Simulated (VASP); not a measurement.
## Zn: single point with LDA

Crystal: Zn.

```
Zn
1.0
    -1.44541    1.50564    1.44541
     1.44541   -1.50564    1.44541
     1.44541    1.50564   -1.44541
Zn
1
Direct
  0.00000 0.00000 0.00000
```

This cell differs from its parent crystal: normal strain along x -0.0400, normal strain along z -0.0400.

```json
{
  "Program": "VASP 6.6.1",
  "Task": "single point",
  "Functional": "LDA",
  "Potentials or basis": "VASP PAW LDA potentials, release 64 (Zn)",
  "Cutoff": "520 eV",
  "k mesh": "20 × 20 × 20",
  "Occupations": "gaussian, width 0.15 eV",
  "Spin": "no spin polarisation"
}
```

* Pressure: 10.7 GPa
* Band gap on the k mesh: zero (band 6 reaches 8.21 eV, above the bottom of band 7 at 3.74 eV)

Stress tensor (GPa, compression positive):
```
 9.77  0.00  0.00
 0.00 12.51  0.00
 0.00  0.00  9.77
```

Levels at points of the mesh, in eV from the Fermi level:
```csv
k point,band 2,band 3,band 4,band 5,band 6,band 7,band 8,band 9,band 10,band 11
"(0.00, 0.00, 0.00)",-8.75,-8.75,-8.65,-8.05,-7.96,21.73,21.92,21.92,21.93,23.33
"(0.50, 0.00, 0.00)",-9.12,-8.10,-7.94,-7.53,-3.83,-0.97,13.12,14.29,17.31,19.57
"(0.00, 0.50, 0.00)",-9.25,-7.97,-7.91,-7.51,-3.56,-0.52,12.07,13.15,16.32,18.61
"(0.50, 0.50, 0.50)",-9.56,-7.65,-7.62,-7.62,3.36,4.78,4.78,8.45,9.70,10.23
```

It took 28 s on 1 thread of Intel(R) Xeon(R) 6975P-C (Granite Rapids), on a shared host, peak memory 0.2 GiB.

Caveat: the cell differs from its parent crystal (normal strain along x -0.0400, normal strain along z -0.0400).
